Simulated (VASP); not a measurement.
# Cd (I4_1/amd) in VASP: notebook

Cd is run at these levels: PBE; tasks: single point.

Program: VASP 6.6.1. These are calculated values, not measurements. Logs are shortened: lines on timing, memory, paths and dates and some standing lists are left out, and cuts for length are marked.

## (1) The cell of the first run

Symmetry: I4_1/amd, No. 141, tetragonal system. Conventional cell: a = 5.874 Å, b = 5.874 Å, c = 2.998 Å, α = 90.00°, β = 90.00°, γ = 90.00°. Cd (site symmetry -4m2) has 10 Cd at 3.00 to 3.70 Å within 3.9 Å.

## (2) Single point, PBE

Input file INCAR:

```
PREC     = Accurate       # precision mode
ENCUT    = 520            # plane-wave cutoff, eV
EDIFF    = 1E-6           # SCF threshold, eV
ISMEAR   = -1             # smearing method
SIGMA    = 0.1            # smearing width, eV
LREAL    = F              # projectors in reciprocal space
LASPH    = T              # aspherical terms in the spheres
NELM     = 80             # most SCF steps
ALGO     = Normal         # electronic algorithm
ISIF     = 2              # what is computed and relaxed
LWAVE    = F              # write WAVECAR
LCHARG   = F              # write CHGCAR
GGA      = PE             # functional
NBANDS   = 19             # bands
```

Input file KPOINTS:

```
Automatic mesh
0
Gamma
  14 14 14
```

Input file POSCAR:

```
Cd
1.0
   -2.9370342025      2.9370342025      1.4988245333
    2.9370342025     -2.9370342025      1.4988245333
    2.9370342025      2.9370342025     -1.4988245333
Cd
2
Direct
   -0.3750000000     -0.1250000000     -0.2500000000
    0.3750000000      0.1250000000      0.2500000000
```

Potentials or basis: VASP PAW PBE potentials, release 64 (Cd).

Command:

```bash
$ cat potpaw_PBE.64/Cd/POTCAR > POTCAR
$ mpirun -np 1 vasp_std > vasp.out
```

OUTCAR:

```text
PREC = Accurate
   ENCUT = 520
   EDIFF = 1E-6
   ISMEAR = -1
   LREAL = F
   LASPH = T
   NELM = 80
   ISIF = 2
   GGA = PE

 ion  position               nearest neighbor table
   1  0.625  0.875  0.750-   2 3.03   2 3.03   2 3.03   2 3.03   2 3.70   2 3.70   2 3.70   2 3.70

   2  0.375  0.125  0.250-   1 3.03   1 3.03   1 3.03   1 3.03   1 3.70   1 3.70   1 3.70   1 3.70

  LATTYP: Found a body centered tetragonal cell.
 ALAT       =     5.8740684050
 C/A-ratio  =     0.5103190600

  Lattice vectors:

 A1 = (  -2.9370342025,   2.9370342025,   1.4988245333)
 A2 = (   2.9370342025,  -2.9370342025,   1.4988245333)
 A3 = (   2.9370342025,   2.9370342025,  -1.4988245333)

Analysis of symmetry for initial positions (statically):
=====================================================================
 Subroutine PRICEL returns:
 Original cell was already a primitive cell.

 Routine SETGRP: Setting up the symmetry group for a
 body centered tetragonal supercell.

 Subroutine GETGRP returns: Found 16 space group operations
 (whereof  4 operations were pure point group operations)
 out of a pool of 16 trial point group operations.

The static configuration has the point symmetry C_2h.
 The point group associated with its full space group is D_4h.

Analysis of symmetry for dynamics (positions and initial velocities):
=====================================================================
 Subroutine PRICEL returns:
 Original cell was already a primitive cell.

 Routine SETGRP: Setting up the symmetry group for a
 body centered tetragonal supercell.

 Subroutine GETGRP returns: Found 16 space group operations
 (whereof  4 operations were pure point group operations)
 out of a pool of 16 trial point group operations.

The dynamic configuration has the point symmetry C_2h.
 The point group associated with its full space group is D_4h.

 Subroutine INISYM returns: Found 16 space group operations
 (whereof  4 operations are pure point group operations),
 and found     1 'primitive' translations

----------------------------------------------------------------------------------------

                                     Primitive cell

  volume of cell :      51.7165

  direct lattice vectors                    reciprocal lattice vectors
    -2.937034203  2.937034203  1.498824533     0.000000000  0.170239761  0.333594753
     2.937034203 -2.937034203  1.498824533     0.170239761  0.000000000  0.333594753
     2.937034203  2.937034203 -1.498824533     0.170239761  0.170239761  0.000000000

  length of vectors
     4.415746233  4.415746233  4.415746233     0.374522410  0.374522410  0.240755379

  position of ions in fractional coordinates (direct lattice)
     0.625000000  0.875000000  0.750000000
     0.375000000  0.125000000  0.250000000

  ion indices of the primitive-cell ions
   primitive index   ion index
                 1           1
                 2           2

----------------------------------------------------------------------------------------

 KPOINTS: Automatic mesh

Automatic generation of k-mesh.
 Grid dimensions read from file:
 generate k-points for:   14   14   14

 Generating k-lattice:

  Cartesian coordinates                     Fractional coordinates (reciprocal lattice)
     0.000000000  0.012159983  0.023828197     0.071428571 -0.000000000  0.000000000
     0.012159983  0.000000000  0.023828197    -0.000000000  0.071428571  0.000000000
     0.012159983  0.012159983  0.000000000     0.000000000  0.000000000  0.071428571

  Length of vectors
     0.026751601  0.026751601  0.017196813

  Shift w.r.t. Gamma in fractional coordinates (k-lattice)
     0.000000000  0.000000000  0.000000000

 Subroutine IBZKPT returns following result:
 ===========================================

 Found    244 irreducible k-points:

 Following reciprocal coordinates:
            Coordinates               Weight
  0.000000  0.000000  0.000000      1.000000
  0.071429  0.000000 -0.000000      8.000000
  0.142857  0.000000 -0.000000      8.000000
  0.214286  0.000000 -0.000000      8.000000
  0.285714  0.000000 -0.000000      8.000000
  0.357143  0.000000 -0.000000      8.000000
[... 16 lines left out ...]
  0.214286  0.142857 -0.000000     16.000000
  0.285714  0.142857 -0.000000     16.000000
 [... further k-points ...]
   k-points           NKPTS =    244   k-points in BZ     NKDIM =    244   number of bands    NBANDS=     19
   number of dos      NEDOS =    301   number of ions     NIONS =      2
   total plane-waves  NPLWV =  46656
   dimension x,y,z NGX =    36 NGY =   36 NGZ =   36
   dimension x,y,z NGXF=    72 NGYF=   72 NGZF=   72
   ions per type =               2
   NGX,Y,Z   is equivalent  to a cutoff of  13.55, 13.55, 13.55 a.u.
   NGXF,Y,Z  is equivalent  to a cutoff of  27.11, 27.11, 27.11 a.u.
 SYSTEM =  unknown system
   PREC   = accura    normal or accurate (medium, high low for compatibility)
   ISTART =      0    job   : 0-new  1-cont  2-samecut
   ICHARG =      2    charge: 1-file 2-atom 10-const
   ISPIN  =      1    spin polarized calculation?
   LNONCOLLINEAR =      F non collinear calculations
   LSORBIT =      F    spin-orbit coupling
   LASPH  =      T    aspherical Exc in radial PAW
   ENCUT  =  520.0 eV  38.22 Ry    6.18 a.u.   8.21  8.21  8.21*2*pi/ulx,y,z
   NELM   =     80;   NELMIN=  2; NELMDL= -5     # of ELM steps
   EDIFF  = 0.1E-05   stopping-criterion for ELM
   LREAL  =      F    real-space projection
   EDIFFG = 0.1E-04   stopping-criterion for IOM
   NSW    =      0    number of steps for IOM
   IBRION =     -1    ionic relax: 0-MD 1-quasi-New 2-CG
   NFREE  =      0    steps in history (QN), initial steepest desc. (CG)
   ISIF   =      2    stress and relaxation
   ISYM   =      2    0-nonsym 1-usesym 2-fastsym
   POTIM  = 0.5000    time-step for ionic-motion
   TEBEG  =    0.0;   TEEND  =   0.0 temperature during run
   PSTRESS=    0.0 pullay stress
   NELECT =      24.0000    total number of electrons
   NUPDOWN=      -1.0000    fix difference up-down
   EMIN   =  10.00;   EMAX   =-10.00  energy-range for DOS
   EFERMI =   0.00;   METHOD = LEGACY
   ISMEAR =    -1;   SIGMA  =   0.10  broadening in eV -4-tet -1-fermi 0-gaus
   EFERMI_NEDOS =   21; number of points for ismear=-14 and -15
   IALGO  =     38    algorithm
   IMIX   =      4    mixing-type and parameters
     AMIX     =   0.40;   BMIX     =  1.00
     AMIX_MAG =   1.60;   BMIX_MAG =  1.00
  volume/ion in A,a.u.               =      25.86       174.50
  Fermi-wavevector in a.u.,A,eV,Ry     =   1.267464  2.395160 21.857285  1.606465
  Thomas-Fermi vector in A             =   2.400611
   LORBIT       =      0    0 simple, 1 ext, 2 COOP (PROOUT), +10 PAW based schemes
   GGA     = PE    functional components
   LHFCALC =     F    Hartree Fock is set to
   AEXX    =    0.0000 exact exchange contribution
   IVDW    =     0    specifies the selected vdW correction
   LEPSILON=     F    determine dielectric tensor
   LRPA    =     F    only Hartree local field effects (RPA)
 non-spin polarized calculation
  energy-cutoff  :      520.00
  volume of cell :       51.72
 maximum number of plane-waves:      1412
 NGX is ok and might be reduce to    36
   NGX = 17   NGY = 17   NGZ = 17

 number of electron      23.9999998 magnetization

 Free energy of the ion-electron system (eV)
  ---------------------------------------------------
  ext. energy  EPLUGINS =         0.00000000
  ---------------------------------------------------
  free energy    TOTEN  =        -1.31235309 eV

  energy without entropy =       -1.28529318  energy(sigma->0) =       -1.29882314

 E-fermi :   1.6761     XC(G=0): -10.0575

 val. band max:        1.6712411041   @ k =  -0.2857  -0.2857   0.2143
 cond. band min:       1.7172314079   @ k =  -0.1429   0.2857   0.1429
 fundamental gap:      0.0459903038
 Fermi energy:         1.6760971661

 k-point     1 :       0.0000    0.0000    0.0000
  band No.  band energies     occupation
      1      -7.6529      2.00000
      2      -7.5436      2.00000
      3      -7.5375      2.00000
      4      -7.5287      2.00000
      5      -6.6760      2.00000
      6      -6.6760      2.00000
[... 11 lines left out ...]
     18      15.2734      0.00000
     19      15.3495      0.00000

 k-point     2 :       0.0714    0.0000   -0.0000
  band No.  band energies     occupation
      1      -7.6469      2.00000
      2      -7.5094      2.00000
      3      -7.4995      2.00000
      4      -7.4746      2.00000
      5      -6.7374      2.00000
      6      -6.7350      2.00000
[... 11 lines left out ...]
     18      13.9243      0.00000
     19      14.1893      0.00000

 k-point     3 :       0.1429    0.0000   -0.0000
  band No.  band energies     occupation
      1      -7.6158      2.00000
      2      -7.4554      2.00000
      3      -7.3855      2.00000
      4      -7.3156      2.00000
      5      -6.8522      2.00000
      6      -6.8306      2.00000
[... 11 lines left out ...]
     18      12.2056      0.00000
     19      12.2713      0.00000

 k-point     4 :       0.2143    0.0000   -0.0000
  band No.  band energies     occupation
      1      -7.5644      2.00000
      2      -7.3799      2.00000
      3      -7.2649      2.00000
      4      -7.1181      2.00000
      5      -6.9900      2.00000
      6      -6.8911      2.00000
[... 11 lines left out ...]
     18      10.5543      0.00000
     19      11.4467      0.00000

 k-point     5 :       0.2857    0.0000   -0.0000
  band No.  band energies     occupation
      1      -7.5156      2.00000
      2      -7.3208      2.00000
      3      -7.2390      2.00000
      4      -7.0993      2.00000
      5      -7.0636      2.00000
      6      -6.8539      2.00000
[... 11 lines left out ...]
     18       9.8551      0.00000
     19      10.3649      0.00000
[... 334 lines left out ...]
      2      -7.5459      2.00000
      3      -7.5402      2.00000
      4      -7.5146      2.00000
      5      -6.6812      2.00000
      6      -6.6732      2.00000
[... 11 lines left out ...]
     18      15.1362      0.00000
     19      15.1390      0.00000

 k-point    22 :       0.1429    0.1429   -0.0000
  band No.  band energies     occupation
      1      -7.5409      2.00000
      2      -7.3291      2.00000
      3      -7.2437      2.00000
      4      -7.0960      2.00000
      5      -6.9592      2.00000
      6      -6.9330      2.00000
[... 11 lines left out ...]
     18      10.3367      0.00000
     19      10.4861      0.00000

 k-point    23 :       0.2143    0.1429   -0.0000
  band No.  band energies     occupation
      1      -7.5290      2.00000
      2      -7.3440      2.00000
      3      -7.2673      2.00000
      4      -7.1092      2.00000
      5      -7.0498      2.00000
      6      -6.9820      2.00000
[... 11 lines left out ...]
     18       9.5178      0.00000
     19      10.8155      0.00000

 k-point    24 :       0.2857    0.1429   -0.0000
  band No.  band energies     occupation
      1      -7.5440      2.00000
      2      -7.4198      2.00000
      3      -7.2195      2.00000
      4      -7.1702      2.00000
      5      -7.0538      2.00000
      6      -7.0336      2.00000
[... 11 lines left out ...]
     18       9.6856      0.00000
     19      12.2172      0.00000

 [... further k-points ...]
[... 5 lines left out ...]
  --------------------------------------------------------------------------------------
  -------------------------------------------------------------------------------------
  Total        0.0520081      0.0520081      0.0777120      0.0000000      0.0000000     -0.0000000
  in kB        1.6112124      1.6112124      2.4075206      0.0000000      0.0000000     -0.0000000
  external PRESSURE =       1.8766484 kB  Pullay stress =       0.0000000 kB

 VOLUME and BASIS-vectors are now :
 -----------------------------------------------------------------------------
  energy-cutoff  :      520.00
  volume of cell :       51.72
      direct lattice vectors                 reciprocal lattice vectors
    -2.937034203  2.937034203  1.498824533     0.000000000  0.170239761  0.333594753
     2.937034203 -2.937034203  1.498824533     0.170239761  0.000000000  0.333594753
     2.937034203  2.937034203 -1.498824533     0.170239761  0.170239761  0.000000000

 POSITION                                       TOTAL-FORCE (eV/Angst)
 -----------------------------------------------------------------------------------
      2.93703      1.46852      1.12412         0.000000     -0.000000      0.000000
     -0.00000      1.46852      0.37471        -0.000000      0.000000     -0.000000
 -----------------------------------------------------------------------------------
    total drift:                               -0.000000     -0.000000      0.000000

  FREE ENERGIE OF THE ION-ELECTRON SYSTEM (eV)
  ---------------------------------------------------
  free  energy   TOTEN  =        -1.3123530938 eV

  energy  without entropy=       -1.2852931849  energy(sigma->0) =       -1.29882314
```

It took 4.4 min on 1 thread of Oxide Virtual Turin-like, shared host; peak memory 0.31 GiB.

Results:

```yaml
Free_energy: -1.3124 eV
Pressure: 0.2 GPa
Band_gap_on_the_k_mesh: zero (band 12 reaches 4.68 eV, above the bottom of band 13 at -0.43 eV)
```

## (3) Single point, PBE

Input file INCAR:

```
SYSTEM = Cd
PREC = Accurate
ENCUT = 520
EDIFF = 1E-6
ISMEAR = -1
SIGMA = 0.1
LREAL = .False.
LASPH = .True.
NELM = 100
ALGO = Normal
ISIF = 2
LWAVE = .False.
LCHARG = .False.
GGA = PE
NBANDS = 19
```

Input file KPOINTS:

```
regular mesh
0
Gamma
  14 14 14
  0 0 0
```

Input file POSCAR:

```
Cd
1.0
   -2.9370342026      2.9370342026      1.4988245333
    2.9370342026     -2.9370342026      1.4988245333
    2.9370342026      2.9370342026     -1.4988245333
Cd
2
Direct
   -0.3750000000     -0.1250000000     -0.2500000000
    0.3750000000      0.1250000000      0.2500000000
```

Potentials or basis: VASP PAW PBE potentials, release 64 (Cd).

Command:

```bash
$ cat potpaw_PBE.64/Cd/POTCAR > POTCAR
$ mpirun -np 1 vasp_std > vasp.out
```

Wall time 5.5 min (1 thread of Oxide Virtual Turin-like, shared host); peak memory 0.31 GiB.

It converged, with:

- Free energy: -1.3124 eV
- Pressure: 0.2 GPa
- Band gap on the k mesh: zero (band 12 reaches 4.68 eV, above the bottom of band 13 at -0.43 eV)

Stress tensor (GPa, compression positive):
```
0.16 0.00 0.00
0.00 0.16 0.00
0.00 0.00 0.24
```

Levels at points of the mesh, in eV from the Fermi level:
```tsv
k point	band 10	band 11	band 12	band 13	band 14	band 15
(0.00, 0.00, 0.00)	-7.92	-7.62	1.30	1.30	2.03	5.76
(0.50, 0.00, 0.00)	-7.95	-1.56	-1.36	2.03	2.95	3.18
(0.50, 0.50, 0.00)	-8.23	-5.12	-5.12	4.42	4.42	5.57
(0.50, 0.50, 0.50)	-8.32	-2.66	-2.66	-2.11	-2.11	10.95
```
